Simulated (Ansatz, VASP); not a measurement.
# CdSe: VASP beside Ansatz

```
Cd Se
1.0
     4.16673   -0.00638   -0.06700
    -2.08889    3.42124    0.03219
    -0.22086   -0.00500   13.25693
Cd Se
4 4
Direct
  0.01660 0.01336 0.99083
  0.97858 0.98389 0.50245
  0.01941 0.02304 0.25087
  0.99417 0.95836 0.74600
  0.33790 0.68458 0.37863
  0.33505 0.66200 0.88404
  0.66827 0.35693 0.12524
  0.65001 0.31784 0.62194
```

Change from the starting cell: cell x2, atoms moved at random (sigma 0.1 Å) and cell strained at random (1.5 %), then relaxed without symmetry.

Alike in both runs: task relaxation of cell and atoms; functional PBE; k mesh 6 × 6 × 2; occupations gaussian, width 0.2 eV; no spin polarisation.

|  | VASP | Ansatz |
| --- | --- | --- |
| version | VASP 6.6.1 | Ansatz 0.2.0 |
| potentials or method | VASP PAW PBE potentials, release 64 (Cd, Se), cutoff 600 eV | scalar-relativistic, plane waves, PAW |
| valence electrons in the cell | 72 | 144 |

VASP gave:

- gap on the k mesh at the Fermi level, each at its own relaxed structure (eV): none
- relaxed volume (Å³/atom): 24.06
- relaxed length of the cell vector where the two differ most in proportion (Å): 4.069

Q: Which values does Ansatz return?

A: gap on the k mesh at the Fermi level, each at its own relaxed structure (eV): none; relaxed volume (Å³/atom): 23.97; relaxed length of the cell vector where the two differ most in proportion (Å): 4.058.

A gap of «none» marks a metal or a gap that the smearing closes. VASP's potentials hold 72 valence electrons a cell and Ansatz's 144, so a difference there can come from the potentials and not from the codes.
